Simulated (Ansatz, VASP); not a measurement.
**One calculation of Al2GaP2, two programs**

The input INCAR:

```
SYSTEM = Al2GaP2
PREC = Accurate ; ENCUT = 600
EDIFF = 1E-6 ; ISMEAR = 0
SIGMA = 0.1 ; LREAL = .False.
LASPH = .True. ; NELM = 80
ALGO = Normal ; ISIF = 3
LWAVE = .False. ; LCHARG = .False.
GGA = PE ; IBRION = 2
NSW = 90 ; EDIFFG = -0.04
```

The input KPOINTS:

```
Automatic mesh
0
Gamma
  4 4 4
  0 0 0
```

File POSCAR:

```
Al2GaP2
1.0
    3.8679117400      0.0000000000      0.0000000000
    0.0000000000      3.8679117400      0.0000000000
    0.0000000000      0.0000000000      6.7795444000
Al Ga P
2 1 2
Direct
    0.0000000000      0.0000000000      0.4773570600
    0.5000000000      0.5000000000      0.1365541200
    0.5000000000      0.5000000000      0.4032638800
    0.0000000000      0.0000000000      0.0519095700
    0.5000000000      0.5000000000      0.8507358800
```

Input for Ansatz:

```yaml
crystal:
  lattice:
    - [3.86791174, 0.0, 0.0]
    - [0.0, 3.86791174, 0.0]
    - [0.0, 0.0, 6.7795444]
  atoms:
    - { symbol: Al, position: [0.0, 0.0, 0.47735706] }
    - { symbol: Al, position: [0.5, 0.5, 0.13655412] }
    - { symbol: Ga, position: [0.5, 0.5, 0.40326388] }
    - { symbol: P, position: [0.0, 0.0, 0.05190957] }
    - { symbol: P, position: [0.5, 0.5, 0.85073588] }
basis:
  ecutwfc: 420
kpoints:
  mp_grid: { grid: [4, 4, 4] }
hamiltonian:
  xc: pbe
scf:
  occupations: { method: gaussian, width: 0.1 }
  lower_state_search: "off"
output:
  forces: true
  stress: true
  eigenvalues: true
relax:
  adjacent_minimum: "off"
  f_tol: 0.04
  max_steps: 70
  cell: { stress_tol: 0.4 }
```

Alike in both runs: task relaxation of cell and atoms; functional PBE; k mesh 4 × 4 × 4; occupations gaussian, width 0.1 eV; no spin polarisation.

|  | VASP | Ansatz |
| --- | --- | --- |
| version | VASP 6.6.1 | Ansatz 0.2.0 |
| potentials or method | VASP PAW PBE potentials, release 64 (Al, Ga_d, P), cutoff 600 eV | scalar-relativistic, plane waves, PAW |
| valence electrons in the cell | 29 | 29 |

```csv
,VASP,Ansatz,Ansatz less VASP
"gap on the k mesh at the Fermi level, each at its own relaxed structure (eV)",none,none,-
relaxed volume (Å³/atom),19.97,19.98,+0.006
relaxed cell length with the largest relative difference (Å),3.367,3.367,+0.0008
```

A gap of «none» marks a metal or a gap that the smearing closes.

The k mesh is coarse, so the values compare programs but aren't converged. Noted on VASP's run: too few bands were computed for a metal, which touches its energy and stress.
